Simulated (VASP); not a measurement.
# Se (P3_221) in VASP: a series of runs

Se is run at these levels: PBEsol; tasks: electric field gradients.

Everything below comes from runs of VASP 6.6.1. Logs are shortened: lines on timing, memory, paths and dates and some standing lists are left out, and cuts for length are marked.

**1. The cell of the first run**

Symmetry: P3_221, No. 154, trigonal system. Conventional cell: a = 4.355 Å, b = 4.355 Å, c = 4.949 Å, α = 90.00°, β = 90.00°, γ = 120.00°. Se (site symmetry 2) has 2 Se at 2.32 Å within 3.1 Å.

**2. Electric field gradients, PBEsol**

Contents of INCAR:

```
SYSTEM = Se
ALGO     = Normal         ! electronic algorithm
EDIFF    = 1E-8           ! SCF threshold, eV
ENCUT    = 520            ! plane-wave cutoff, eV
GGA      = PS             ! functional
ISIF     = 2              ! what is computed and relaxed
ISMEAR   = -1             ! smearing method
LASPH    = .True.         ! aspherical terms in the spheres
LCHARG   = .False.        ! write CHGCAR
LEFG     = .True.       
LREAL    = .False.        ! projectors in reciprocal space
LWAVE    = .False.        ! write WAVECAR
NBANDS   = 16             ! bands
NELM     = 80             ! most SCF steps
PREC     = Accurate       ! precision mode
SIGMA    = 0.02           ! smearing width, eV
```

Contents of KPOINTS:

```
k-points
0
Gamma
  8 8 6
  0 0 0
```

Contents of POSCAR:

```
Se
1.0
    4.3551696776      0.0000000000      0.0000000000
   -2.1775848388      3.7716875786      0.0000000000
    0.0000000000      0.0000000000      4.9494500000
Se
3
Direct
    0.2170000000      0.0000000000      0.1666666667
    0.0000000000      0.2170000000      0.8333333333
    0.7830000000      0.7830000000      0.5000000000
```

Potentials or basis: VASP PAW PBE potentials, release 64 (Se).

Started as:

```bash
$ cat potpaw_PBE.64/Se/POTCAR > POTCAR
$ mpirun -np 1 vasp_std > vasp.out
```

OUTCAR:

```text
SYSTEM = Se
   EDIFF = 1E-8
   ENCUT = 520
   GGA = PS
   ISIF = 2
   ISMEAR = -1
   LASPH = .True.
   LREAL = .False.
   NELM = 80
   PREC = Accurate

 ion  position               nearest neighbor table
   1  0.217  0.000  0.167-   3 2.32   2 2.32
   2  0.000  0.217  0.833-   3 2.32   1 2.32
   3  0.783  0.783  0.500-   1 2.32   2 2.32

  LATTYP: Found a hexagonal cell.
 ALAT       =     4.3551696776
 C/A-ratio  =     1.1364539998

  Lattice vectors:

 A1 = (   4.3551696776,   0.0000000000,   0.0000000000)
 A2 = (  -2.1775848388,   3.7716875786,   0.0000000000)
 A3 = (   0.0000000000,   0.0000000000,   4.9494500000)

Analysis of symmetry for initial positions (statically):
=====================================================================
 Subroutine PRICEL returns:
 Original cell was already a primitive cell.

 Routine SETGRP: Setting up the symmetry group for a
 hexagonal supercell.

 Subroutine GETGRP returns: Found  6 space group operations
 (whereof  2 operations were pure point group operations)
 out of a pool of 24 trial point group operations.

The static configuration has the point symmetry C_2 .
 The point group associated with its full space group is D_3 .

Analysis of symmetry for dynamics (positions and initial velocities):
=====================================================================
 Subroutine PRICEL returns:
 Original cell was already a primitive cell.

 Routine SETGRP: Setting up the symmetry group for a
 hexagonal supercell.

 Subroutine GETGRP returns: Found  6 space group operations
 (whereof  2 operations were pure point group operations)
 out of a pool of 24 trial point group operations.

The dynamic configuration has the point symmetry C_2 .
 The point group associated with its full space group is D_3 .

 Subroutine INISYM returns: Found  6 space group operations
 (whereof  2 operations are pure point group operations),
 and found     1 'primitive' translations

----------------------------------------------------------------------------------------

                                     Primitive cell

  volume of cell :      81.3013

  direct lattice vectors                    reciprocal lattice vectors
     4.355169678  0.000000000  0.000000000     0.229612179  0.132566653  0.000000000
    -2.177584839  3.771687579  0.000000000     0.000000000  0.265133307  0.000000000
     0.000000000  0.000000000  4.949450000     0.000000000  0.000000000  0.202042651

  length of vectors
     4.355169678  4.355169678  4.949450000     0.265133307  0.265133307  0.202042651

  position of ions in fractional coordinates (direct lattice)
     0.217000000  0.000000000  0.166666667
     0.000000000  0.217000000  0.833333333
     0.783000000  0.783000000  0.500000000

  ion indices of the primitive-cell ions
   primitive index   ion index
                 1           1
                 2           2
                 3           3

----------------------------------------------------------------------------------------

 KPOINTS: k-points

Automatic generation of k-mesh.
 Grid dimensions read from file:
 generate k-points for:    8    8    6

 Generating k-lattice:

  Cartesian coordinates                     Fractional coordinates (reciprocal lattice)
     0.028701522  0.016570832  0.000000000     0.125000000  0.000000000  0.000000000
     0.000000000  0.033141663  0.000000000     0.000000000  0.125000000  0.000000000
     0.000000000  0.000000000  0.033673775     0.000000000  0.000000000  0.166666667

  Length of vectors
     0.033141663  0.033141663  0.033673775

  Shift w.r.t. Gamma in fractional coordinates (k-lattice)
     0.000000000  0.000000000  0.000000000

 Subroutine IBZKPT returns following result:
 ===========================================

 Found     50 irreducible k-points:

 Following reciprocal coordinates:
            Coordinates               Weight
  0.000000  0.000000  0.000000      1.000000
  0.125000 -0.000000  0.000000      6.000000
  0.250000 -0.000000  0.000000      6.000000
  0.375000  0.000000  0.000000      6.000000
  0.500000 -0.000000  0.000000      3.000000
  0.125000  0.125000  0.000000      6.000000
[... 16 lines left out ...]
 -0.125000  0.500000  0.166667     12.000000
  0.250000  0.250000  0.166667     12.000000
 [... further k-points ...]
   k-points           NKPTS =     50   k-points in BZ     NKDIM =     50   number of bands    NBANDS=     16
   number of dos      NEDOS =    301   number of ions     NIONS =      3
   total plane-waves  NPLWV =  40960
   dimension x,y,z NGX =    32 NGY =   32 NGZ =   40
   dimension x,y,z NGXF=    64 NGYF=   64 NGZF=   80
   ions per type =               3
   NGX,Y,Z   is equivalent  to a cutoff of  12.22, 12.22, 13.44 a.u.
   NGXF,Y,Z  is equivalent  to a cutoff of  24.43, 24.43, 26.87 a.u.
 SYSTEM =  Se
   PREC   = accura    normal or accurate (medium, high low for compatibility)
   ISTART =      0    job   : 0-new  1-cont  2-samecut
   ICHARG =      2    charge: 1-file 2-atom 10-const
   ISPIN  =      1    spin polarized calculation?
   LNONCOLLINEAR =      F non collinear calculations
   LSORBIT =      F    spin-orbit coupling
   LASPH  =      T    aspherical Exc in radial PAW
   ENCUT  =  520.0 eV  38.22 Ry    6.18 a.u.   8.10  8.10  9.20*2*pi/ulx,y,z
   NELM   =     80;   NELMIN=  2; NELMDL= -5     # of ELM steps
   EDIFF  = 0.1E-07   stopping-criterion for ELM
   LREAL  =      F    real-space projection
   EDIFFG = 0.1E-06   stopping-criterion for IOM
   NSW    =      0    number of steps for IOM
   IBRION =     -1    ionic relax: 0-MD 1-quasi-New 2-CG
   NFREE  =      0    steps in history (QN), initial steepest desc. (CG)
   ISIF   =      2    stress and relaxation
   ISYM   =      2    0-nonsym 1-usesym 2-fastsym
   POTIM  = 0.5000    time-step for ionic-motion
   TEBEG  =    0.0;   TEEND  =   0.0 temperature during run
   PSTRESS=    0.0 pullay stress
   NELECT =      18.0000    total number of electrons
   NUPDOWN=      -1.0000    fix difference up-down
   EMIN   =  10.00;   EMAX   =-10.00  energy-range for DOS
   EFERMI =   0.00;   METHOD = LEGACY
   ISMEAR =    -1;   SIGMA  =   0.02  broadening in eV -4-tet -1-fermi 0-gaus
   EFERMI_NEDOS =   21; number of points for ismear=-14 and -15
   IALGO  =     38    algorithm
   IMIX   =      4    mixing-type and parameters
     AMIX     =   0.40;   BMIX     =  1.00
     AMIX_MAG =   1.60;   BMIX_MAG =  1.00
  volume/ion in A,a.u.               =      27.10       182.88
  Fermi-wavevector in a.u.,A,eV,Ry     =   0.990375  1.871538 13.345180  0.980843
  Thomas-Fermi vector in A             =   2.122041
   LORBIT       =      0    0 simple, 1 ext, 2 COOP (PROOUT), +10 PAW based schemes
   GGA     = PS    functional components
   LHFCALC =     F    Hartree Fock is set to
   AEXX    =    0.0000 exact exchange contribution
   IVDW    =     0    specifies the selected vdW correction
   LEPSILON=     F    determine dielectric tensor
   LRPA    =     F    only Hartree local field effects (RPA)
 non-spin polarized calculation
  energy-cutoff  :      520.00
  volume of cell :       81.30
 maximum number of plane-waves:      2202
   NGX = 17   NGY = 17   NGZ = 19

 number of electron      17.9999997 magnetization

 Free energy of the ion-electron system (eV)
  ---------------------------------------------------
  ext. energy  EPLUGINS =         0.00000000
  ---------------------------------------------------
  free energy    TOTEN  =       -11.40655013 eV

  energy without entropy =      -11.40655013  energy(sigma->0) =      -11.40655013

 E-fermi :   3.0381     XC(G=0):  -9.0270

 val. band max:        2.6565863041   @ k =   0.5000  -0.0000   0.5000
 cond. band min:       3.7094634016   @ k =   0.3750   0.2500   0.5000
 fundamental gap:      1.0528770975
 Fermi energy:         3.0380512129

 k-point     1 :       0.0000    0.0000    0.0000
  band No.  band energies     occupation
      1     -13.5224      2.00000
      2      -9.1996      2.00000
      3      -9.1996      2.00000
      4      -1.3558      2.00000
      5      -1.3558      2.00000
      6      -1.1669      2.00000
[... 8 lines left out ...]
     15       8.8973      0.00000
     16      10.9290      0.00000
[... 419 lines left out ...]
 k-point    24 :       0.2500    0.2500    0.1667
  band No.  band energies     occupation
      1     -12.9626      2.00000
      2     -10.3099      2.00000
      3      -8.5580      2.00000
      4      -2.7774      2.00000
      5      -2.5016      2.00000
      6      -0.7693      2.00000
[... 8 lines left out ...]
     15      11.2025      0.00000
     16      12.1296      0.00000

 [... further k-points ...]
[... 5 lines left out ...]
  --------------------------------------------------------------------------------------
  -------------------------------------------------------------------------------------
  Total        1.1689198      1.1689198      2.4337429      0.0000000      0.0000000      0.0000000
  in kB       23.0354953     23.0354953     47.9609256      0.0000000      0.0000000      0.0000000
  external PRESSURE =      31.3439721 kB  Pullay stress =       0.0000000 kB

 VOLUME and BASIS-vectors are now :
 -----------------------------------------------------------------------------
  energy-cutoff  :      520.00
  volume of cell :       81.30
      direct lattice vectors                 reciprocal lattice vectors
     4.355169678  0.000000000  0.000000000     0.229612179  0.132566653  0.000000000
    -2.177584839  3.771687579  0.000000000     0.000000000  0.265133307  0.000000000
     0.000000000  0.000000000  4.949450000     0.000000000  0.000000000  0.202042651

 POSITION                                       TOTAL-FORCE (eV/Angst)
 -----------------------------------------------------------------------------------
      0.94507      0.00000      0.82491         1.068562     -0.000000      0.000000
     -0.47254      0.81846      4.12454        -0.534281      0.925402     -0.000000
      1.70505      2.95323      2.47472        -0.534281     -0.925402      0.000000
 -----------------------------------------------------------------------------------
    total drift:                                0.000001      0.000001     -0.000000

  FREE ENERGIE OF THE ION-ELECTRON SYSTEM (eV)
  ---------------------------------------------------
  free  energy   TOTEN  =       -11.4065501282 eV

  energy  without entropy=      -11.4065501281  energy(sigma->0) =      -11.40655013

 Electric field gradients (V/A^2)
---------------------------------------------------------------------
 ion       V_xx      V_yy      V_zz      V_xy      V_xz      V_yz
---------------------------------------------------------------------
   1     147.080  -337.818   190.737    -0.000     0.000  -309.062
   2    -216.593    25.856   190.737  -209.967   267.656   154.531
   3    -216.593    25.856   190.737   209.967  -267.656   154.531
---------------------------------------------------------------------

 Electric field gradients after diagonalization (V/A^2)
 (convention: |V_zz| > |V_xx| > |V_yy|)
----------------------------------------------------------------------
 ion       V_xx      V_yy      V_zz     asymmetry (V_yy - V_xx)/ V_zz
----------------------------------------------------------------------
   1     333.107   147.080  -480.187       0.387
   2     333.107   147.080  -480.187       0.387
   3     333.107   147.080  -480.187       0.387
----------------------------------------------------------------------

           NMR quadrupolar parameters

 Cq : quadrupolar parameter    Cq=e*Q*V_zz/h
 eta: asymmetry parameters     (V_yy - V_xx)/ V_zz
 Q  : nuclear electric quadrupole moment in mb (millibarn)
----------------------------------------------------------------------
 ion       Cq(MHz)       eta       Q (mb)
----------------------------------------------------------------------
   1      -1.161       0.387       1.000
   2      -1.161       0.387       1.000
   3      -1.161       0.387       1.000
----------------------------------------------------------------------
```

Wall time 50 s (1 thread of AMD EPYC 7R43 (Zen 3), shared host); peak memory 0.18 GiB.

Results:

```yaml
Free_energy: -11.4066 eV
Pressure: 3.1 GPa
Largest_force: 1.069 eV/Å
Band_gap_on_the_k_mesh: 1.05 eV, indirect (least direct gap 1.12 eV)
```

Forces in eV/Å, atoms in the order of the input:
```
Se   1.069  0.000  0.000
Se  -0.534  0.925  0.000
Se  -0.534 -0.925  0.000
```

Levels at points of the mesh, in eV from the valence-band top:
```
           k point  band 5  band 6  band 7  band 8  band 9  band 10  band 11  band 12  band 13  band 14
(0.00, 0.00, 0.00)   -4.01   -3.82   -2.21   -2.21   -0.41     2.01     2.01     2.40     5.82     6.24
(0.50, 0.00, 0.00)   -4.87   -3.48   -3.00   -1.98   -1.07     2.01     2.56     4.31     5.24     7.43
(0.00, 0.00, 0.50)   -3.51   -3.51   -1.60   -1.60   -1.22     1.24     1.34     1.34     6.00     7.26
(0.50, 0.00, 0.50)   -4.62   -4.39   -1.90   -1.45    0.00     1.50     2.76     3.14     6.09     7.75
```

Electric field gradients, principal values (V/Å²):
| atom | least | middle | greatest (by size) |
| --- | --- | --- | --- |
| 1 Se | 147.080 | 333.107 | -480.187 |
| 2 Se | 147.080 | 333.107 | -480.187 |
| 3 Se | 147.080 | 333.107 | -480.187 |

Caveat: without QUAD_EFG the Cq values of the log hold for a quadrupole moment of 1 mb, not for the nuclei; the PAW data sets were made with another functional, which shifts forces and pressure a little.

(Continued in part 2 of 2.)
